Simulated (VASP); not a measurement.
# Zn (P6_3/mmc) in VASP: single point with r2SCAN

Aim: the single point of Zn with r2SCAN.

Everything below comes from runs of VASP 6.6.1. Logs are shortened: lines on timing, memory, paths and dates and some standing lists are left out, and cuts for length are marked.

## (1) The cell of the first run

It takes space group P6_3/mmc (No. 194, hexagonal). The conventional cell has a = 2.670 Å, b = 2.670 Å, c = 4.966 Å, α = 90.00°, β = 90.00°, γ = 120.00°. Zn (site symmetry -6m2) has 12 Zn at 2.67 to 2.92 Å within 3.5 Å.

## (2) Single point, r2SCAN

POSCAR

```
Zn
1.0
    2.6700000000      0.0000000000      0.0000000000
   -1.3350000000      2.3122880000      0.0000000000
    0.0000000000      0.0000000000      4.9660000000
Zn
2
Direct
    0.3333333333      0.6666666667      0.2500000000
    0.6666666667      0.3333333333      0.7500000000
```

INCAR.step1

```
PREC = Accurate
ENCUT = 550
ISMEAR = -1
SIGMA = 0.15
LREAL = False
LASPH = True
NELM = 120
NBANDS = 19
GGA = PE
ALGO = Normal
EDIFF = 1E-5
LWAVE = True
LCHARG = False
GGA_COMPAT = False
```

INCAR.step2

```
PREC = Accurate
ENCUT = 550
EDIFF = 1E-6
ISMEAR = -1
SIGMA = 0.15
LREAL = False
LASPH = True
NELM = 120
ALGO = Normal
ISIF = 2
LWAVE = False
LCHARG = False
METAGGA = R2SCAN
LMIXTAU = True
NBANDS = 19
ISTART = 1
GGA_COMPAT = False
```

KPOINTS

```
Automatic mesh
0
Gamma
  17 17 8
```

Potentials or basis: VASP PAW PBE potentials, release 64 (Zn).

Run with:

```console
$ cat potpaw_PBE.64/Zn/POTCAR > POTCAR
$ cp INCAR.step1 INCAR
$ mpirun -np 1 vasp_std > vasp.out
$ cp INCAR.step2 INCAR
$ mpirun -np 1 vasp_std > vasp.out
```

OUTCAR:

```text
PREC = Accurate
   ENCUT = 550
   EDIFF = 1E-6
   ISMEAR = -1
   LREAL = False
   LASPH = True
   NELM = 120
   ISIF = 2
   METAGGA = R2SCAN
   ISTART = 1

 ion  position               nearest neighbor table
   1  0.333  0.667  0.250-   2 2.92   2 2.92   2 2.92   2 2.92   2 2.92   2 2.92
   2  0.667  0.333  0.750-   1 2.92   1 2.92   1 2.92   1 2.92   1 2.92   1 2.92

  LATTYP: Found a hexagonal cell.
 ALAT       =     2.6700000000
 C/A-ratio  =     1.8599250936

  Lattice vectors:

 A1 = (   2.6700000000,   0.0000000000,   0.0000000000)
 A2 = (  -1.3350000000,   2.3122880000,   0.0000000000)
 A3 = (   0.0000000000,   0.0000000000,   4.9660000000)

Analysis of symmetry for initial positions (statically):
=====================================================================
 Subroutine PRICEL returns:
 Original cell was already a primitive cell.

 Routine SETGRP: Setting up the symmetry group for a
 hexagonal supercell.

 Subroutine GETGRP returns: Found 24 space group operations
 (whereof 12 operations were pure point group operations)
 out of a pool of 24 trial point group operations.

The static configuration has the point symmetry D_3d.
 The point group associated with its full space group is D_6h.

Analysis of symmetry for dynamics (positions and initial velocities):
=====================================================================
 Subroutine PRICEL returns:
 Original cell was already a primitive cell.

 Routine SETGRP: Setting up the symmetry group for a
 hexagonal supercell.

 Subroutine GETGRP returns: Found 24 space group operations
 (whereof 12 operations were pure point group operations)
 out of a pool of 24 trial point group operations.

The dynamic configuration has the point symmetry D_3d.
 The point group associated with its full space group is D_6h.

 Subroutine INISYM returns: Found 24 space group operations
 (whereof 12 operations are pure point group operations),
 and found     1 'primitive' translations

----------------------------------------------------------------------------------------

                                     Primitive cell

  volume of cell :      30.6591

  direct lattice vectors                    reciprocal lattice vectors
     2.670000000  0.000000000  0.000000000     0.374531835  0.216236040  0.000000000
    -1.335000000  2.312288000  0.000000000     0.000000000  0.432472080  0.000000000
     0.000000000  0.000000000  4.966000000     0.000000000  0.000000000  0.201369311

  length of vectors
     2.670000000  2.670000149  4.966000000     0.432472104  0.432472080  0.201369311

  position of ions in fractional coordinates (direct lattice)
     0.333333333  0.666666667  0.250000000
     0.666666667  0.333333333  0.750000000

  ion indices of the primitive-cell ions
   primitive index   ion index
                 1           1
                 2           2

----------------------------------------------------------------------------------------

 KPOINTS: Automatic mesh

Automatic generation of k-mesh.
 Grid dimensions read from file:
 generate k-points for:   17   17    8

 Generating k-lattice:

  Cartesian coordinates                     Fractional coordinates (reciprocal lattice)
     0.022031284  0.012719767  0.000000000     0.058823529  0.000000000  0.000000000
     0.000000000  0.025439534  0.000000000     0.000000000  0.058823529  0.000000000
     0.000000000  0.000000000  0.025171164     0.000000000  0.000000000  0.125000000

  Length of vectors
     0.025439536  0.025439534  0.025171164

  Shift w.r.t. Gamma in fractional coordinates (k-lattice)
     0.000000000  0.000000000  0.000000000

 Subroutine IBZKPT returns following result:
 ===========================================

 Found    165 irreducible k-points:

 Following reciprocal coordinates:
            Coordinates               Weight
  0.000000  0.000000  0.000000      1.000000
  0.058824  0.000000  0.000000      6.000000
  0.117647  0.000000  0.000000      6.000000
  0.176471 -0.000000  0.000000      6.000000
  0.235294  0.000000  0.000000      6.000000
  0.294118 -0.000000  0.000000      6.000000
[... 16 lines left out ...]
  0.411765  0.117647  0.000000     12.000000
  0.176471  0.176471  0.000000      6.000000
 [... further k-points ...]
   k-points           NKPTS =    165   k-points in BZ     NKDIM =    165   number of bands    NBANDS=     19
   number of dos      NEDOS =    301   number of ions     NIONS =      2
   total plane-waves  NPLWV =  16000
   dimension x,y,z NGX =    20 NGY =   20 NGZ =   40
   dimension x,y,z NGXF=    40 NGYF=   40 NGZF=   80
   ions per type =               2
   NGX,Y,Z   is equivalent  to a cutoff of  12.45, 12.45, 13.39 a.u.
   NGXF,Y,Z  is equivalent  to a cutoff of  24.91, 24.91, 26.78 a.u.
 SYSTEM =  unknown system
   PREC   = accura    normal or accurate (medium, high low for compatibility)
   ISTART =      1    job   : 0-new  1-cont  2-samecut
   ICHARG =      0    charge: 1-file 2-atom 10-const
   ISPIN  =      1    spin polarized calculation?
   LNONCOLLINEAR =      F non collinear calculations
   LSORBIT =      F    spin-orbit coupling
   LASPH  =      T    aspherical Exc in radial PAW
   ENCUT  =  550.0 eV  40.42 Ry    6.36 a.u.   5.11  5.11  9.50*2*pi/ulx,y,z
   NELM   =    120;   NELMIN=  2; NELMDL=  0     # of ELM steps
   EDIFF  = 0.1E-05   stopping-criterion for ELM
   LREAL  =      F    real-space projection
   EDIFFG = 0.1E-04   stopping-criterion for IOM
   NSW    =      0    number of steps for IOM
   IBRION =     -1    ionic relax: 0-MD 1-quasi-New 2-CG
   NFREE  =      0    steps in history (QN), initial steepest desc. (CG)
   ISIF   =      2    stress and relaxation
   ISYM   =      2    0-nonsym 1-usesym 2-fastsym
   POTIM  = 0.5000    time-step for ionic-motion
   TEBEG  =    0.0;   TEEND  =   0.0 temperature during run
   PSTRESS=    0.0 pullay stress
   NELECT =      24.0000    total number of electrons
   NUPDOWN=      -1.0000    fix difference up-down
   EMIN   =  10.00;   EMAX   =-10.00  energy-range for DOS
   EFERMI =   0.00;   METHOD = LEGACY
   ISMEAR =    -1;   SIGMA  =   0.15  broadening in eV -4-tet -1-fermi 0-gaus
   EFERMI_NEDOS =   21; number of points for ismear=-14 and -15
   IALGO  =     38    algorithm
   IMIX   =      4    mixing-type and parameters
     AMIX     =   0.40;   BMIX     =  1.00
     AMIX_MAG =   1.60;   BMIX_MAG =  1.00
  volume/ion in A,a.u.               =      15.33       103.45
  Fermi-wavevector in a.u.,A,eV,Ry     =   1.508778  2.851177 30.972443  2.276410
  Thomas-Fermi vector in A             =   2.619187
   LORBIT       =      0    0 simple, 1 ext, 2 COOP (PROOUT), +10 PAW based schemes
   METAGGA = R2SCAN    functional components
   LHFCALC =     F    Hartree Fock is set to
   AEXX    =    0.0000 exact exchange contribution
   IVDW    =     0    specifies the selected vdW correction
   LEPSILON=     F    determine dielectric tensor
   LRPA    =     F    only Hartree local field effects (RPA)
 non-spin polarized calculation
  energy-cutoff  :      550.00
  volume of cell :       30.66
 maximum number of plane-waves:       911
   NGX = 11   NGY = 11   NGZ = 19

 number of electron      24.0000011 magnetization

 Free energy of the ion-electron system (eV)
  ---------------------------------------------------
  ext. energy  EPLUGINS =         0.00000000
  ---------------------------------------------------
  free energy    TOTEN  =       -17.78090454 eV

  energy without entropy =      -17.74484704  energy(sigma->0) =      -17.76287579

 E-fermi :   2.9169     XC(G=0): -12.5799

 val. band max:        2.8772747773   @ k =   0.2353   0.1176   0.0000
 cond. band min:       2.9171724773   @ k =   0.2353   0.0000   0.1250
 fundamental gap:      0.0398977001
 Fermi energy:         2.9169218625

 k-point     1 :       0.0000    0.0000    0.0000
  band No.  band energies     occupation
      1      -7.8732      2.00000
      2      -6.0112      2.00000
      3      -5.2846      2.00000
      4      -5.0439      2.00000
      5      -5.0439      2.00000
      6      -4.9940      2.00000
[... 11 lines left out ...]
     18      22.8929      0.00000
     19      22.8929      0.00000

 k-point     2 :       0.0588    0.0000    0.0000
  band No.  band energies     occupation
      1      -7.7659      2.00000
      2      -5.9654      2.00000
      3      -5.2740      2.00000
      4      -5.0546      2.00000
      5      -5.0195      2.00000
      6      -5.0056      2.00000
[... 11 lines left out ...]
     18      21.9712      0.00000
     19      23.9300      0.00000

 k-point     3 :       0.1176    0.0000    0.0000
  band No.  band energies     occupation
      1      -7.4485      2.00000
      2      -5.8417      2.00000
      3      -5.2506      2.00000
      4      -5.0784      2.00000
      5      -5.0278      2.00000
      6      -4.9490      2.00000
[... 11 lines left out ...]
     18      21.1016      0.00000
     19      22.7379      0.00000

 k-point     4 :       0.1765   -0.0000    0.0000
  band No.  band energies     occupation
      1      -6.9407      2.00000
      2      -5.6884      2.00000
      3      -5.2319      2.00000
      4      -5.1084      2.00000
      5      -4.9993      2.00000
      6      -4.9423      2.00000
[... 11 lines left out ...]
     18      19.7252      0.00000
     19      20.5170      0.00000

 k-point     5 :       0.2353    0.0000    0.0000
  band No.  band energies     occupation
      1      -6.3179      2.00000
      2      -5.5992      2.00000
      3      -5.1813      2.00000
      4      -5.1297      2.00000
      5      -5.1048      2.00000
      6      -4.8545      2.00000
[... 11 lines left out ...]
     18      19.0835      0.00000
     19      19.5409      0.00000
[... 334 lines left out ...]
      2      -5.5314      2.00000
      3      -5.4047      2.00000
      4      -5.0216      2.00000
      5      -5.0068      2.00000
      6      -4.8955      2.00000
[... 11 lines left out ...]
     18      16.9085      0.00000
     19      18.2181      0.00000

 k-point    22 :       0.3529    0.1176    0.0000
  band No.  band energies     occupation
      1      -5.6557      2.00000
      2      -5.5599      2.00000
      3      -5.4743      2.00000
      4      -5.0472      2.00000
      5      -4.9335      2.00000
      6      -4.9123      2.00000
[... 11 lines left out ...]
     18      16.4624      0.00000
     19      17.8388      0.00000

 k-point    23 :       0.4118    0.1176    0.0000
  band No.  band energies     occupation
      1      -5.6881      2.00000
      2      -5.5815      2.00000
      3      -5.5087      2.00000
      4      -5.0579      2.00000
      5      -4.9429      2.00000
      6      -4.8958      2.00000
[... 11 lines left out ...]
     18      16.2347      0.00000
     19      17.6474      0.00000

 k-point    24 :       0.1765    0.1765    0.0000
  band No.  band energies     occupation
      1      -5.5469      2.00000
      2      -5.3818      2.00000
      3      -5.3264      2.00000
      4      -5.2729      2.00000
      5      -5.1132      2.00000
      6      -4.9928      2.00000
[... 11 lines left out ...]
     18      16.2715      0.00000
     19      17.5871      0.00000

 [... further k-points ...]
[... 5 lines left out ...]
  --------------------------------------------------------------------------------------
  -------------------------------------------------------------------------------------
  Total       -0.9718876     -0.9718878     -0.6556000      0.0000000      0.0000000      0.0000000
  in kB      -50.7886578    -50.7886653    -34.2601773      0.0000000      0.0000000      0.0000000
  external PRESSURE =     -45.2791668 kB  Pullay stress =       0.0000000 kB

 VOLUME and BASIS-vectors are now :
 -----------------------------------------------------------------------------
  energy-cutoff  :      550.00
  volume of cell :       30.66
      direct lattice vectors                 reciprocal lattice vectors
     2.670000000  0.000000000  0.000000000     0.374531835  0.216236040  0.000000000
    -1.335000000  2.312288000  0.000000000     0.000000000  0.432472080  0.000000000
     0.000000000  0.000000000  4.966000000     0.000000000  0.000000000  0.201369311

 POSITION                                       TOTAL-FORCE (eV/Angst)
 -----------------------------------------------------------------------------------
     -0.00000      1.54153      1.24150         0.000000      0.000000      0.000000
      1.33500      0.77076      3.72450         0.000000     -0.000000      0.000000
 -----------------------------------------------------------------------------------
    total drift:                               -0.000000      0.000000      0.000000

  FREE ENERGIE OF THE ION-ELECTRON SYSTEM (eV)
  ---------------------------------------------------
  free  energy   TOTEN  =       -17.7809045350 eV

  energy  without entropy=      -17.7448470361  energy(sigma->0) =      -17.76287579
```

Wall time 3.6 min (1 thread of Intel Xeon 8259CL, shared host); peak memory 0.21 GiB.

What came out:

```yaml
Free_energy: -17.7809 eV
Pressure: -4.5 GPa
Band_gap_on_the_k_mesh: zero (bands 12 and 13 overlap by 4.55 eV)
```

Stress tensor (GPa, compression positive):
```
-5.08  0.00  0.00
 0.00 -5.08  0.00
 0.00  0.00 -3.43
```

Caveat: the cell stands under tension; the PAW data sets were made with another functional, which shifts forces and pressure a little.

The gap in the log of VASP goes by the Fermi energy; the results here count the filled bands.